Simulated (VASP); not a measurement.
Crystal: Ga2GeSe2.

```
Ga Ge Se
1.0
    -2.16110    2.16110    5.91896
     2.16110   -2.16110    5.91896
     2.16110    2.16110   -5.91896
Ga Ge Se
2 1 2
Cartesian
  0.0000 0.0000 4.4392
  0.0000 0.0000 7.3987
  0.0000 0.0000 0.0000
  0.0000 2.1611 2.9595
  2.1611 0.0000 2.9595
```

The cell was generated, and may not be a known phase.

| Quantity | Value |
| --- | --- |
| Program | VASP 6.6.1 |
| Task | relaxation of cell and atoms |
| Functional | PBE |
| Potentials or basis | VASP PAW PBE potentials, release 64 (Ga_d, Ge_d, Se) |
| Cutoff | 600 eV |
| k mesh | 6 × 6 × 6 |
| Occupations | gaussian, width 0.1 eV |
| Spin | no spin polarisation |

At the start: pressure 3.3 GPa; volume 22.11 Å³/atom.

Q: How do energy, volume and symmetry change on relaxing?

A: Over 25 steps the energy falls by 436.9 meV/atom and the volume is 21.75 Å³/atom (-1.7 %); space group I4/mmm (No. 139, to 0.1 Å) before and after.

Step by step:
```
step  energy change (eV)  largest force (eV/Å)  pressure (GPa)  volume (Å³)
   1              0.0000                0.9246            3.26       110.57
   2             -0.2704                0.1850           -1.04       117.84
   3             -0.3230                0.4320           -3.70       124.78
   4             -0.5196                0.9132           -4.02       124.51
   5             -0.6768                4.2705           -3.15       121.99
   6             -0.7402                1.8577           -4.08       123.73
   7             -0.7792                2.6712           -3.87       123.08
   8             -1.0288                2.9228           -3.16       119.78
   9             -1.3710                3.8586           -0.80       112.67
  10             -0.3842                8.7443           12.39        96.92
  11             -1.2531                5.2212            1.37       109.35
  12             -1.5259                4.2745            1.66       107.90
  13             -1.9646                2.0432            3.13       103.44
  14             -2.0008                1.2967            4.32       101.50
  15             -2.0760                1.0254            2.97       103.30
  16             -2.1661                0.5140            0.23       107.97
  17             -2.1688                0.4392           -0.23       108.88
  18             -2.1689                0.4274           -0.29       109.03
  19             -2.1738                0.3379           -0.12       108.68
  20             -2.1802                0.0780            0.46       107.63
  21             -2.1819                0.0504            0.31       107.98
  22             -2.1836                0.0118           -0.10       108.90
  23             -2.1836                0.0154           -0.15       108.96
  24             -2.1842                0.0004           -0.12       108.88
  25             -2.1846                0.0299           -0.05       108.74
```

Final structure:
```cif
data_structure
_symmetry_space_group_name_H-M 'P 1'
_symmetry_Int_Tables_number 1
_cell_length_a 5.4781
_cell_length_b 5.4781
_cell_length_c 5.4781
_cell_angle_alpha 123.831
_cell_angle_beta 123.831
_cell_angle_gamma 83.483
_cell_volume 108.74
loop_
_atom_site_label
_atom_site_type_symbol
_atom_site_fract_x
_atom_site_fract_y
_atom_site_fract_z
_atom_site_occupancy
Ga1 Ga 0.34796 0.34796 0.00000 1
Ga2 Ga 0.65204 0.65204 0.00000 1
Ge1 Ge 0.00000 0.00000 0.00000 1
Se1 Se 0.75000 0.25000 0.50000 1
Se2 Se 0.25000 0.75000 0.50000 1
```

Caveat: a cell axis changed by over 15 % at a fixed basis, so the end point is rough.
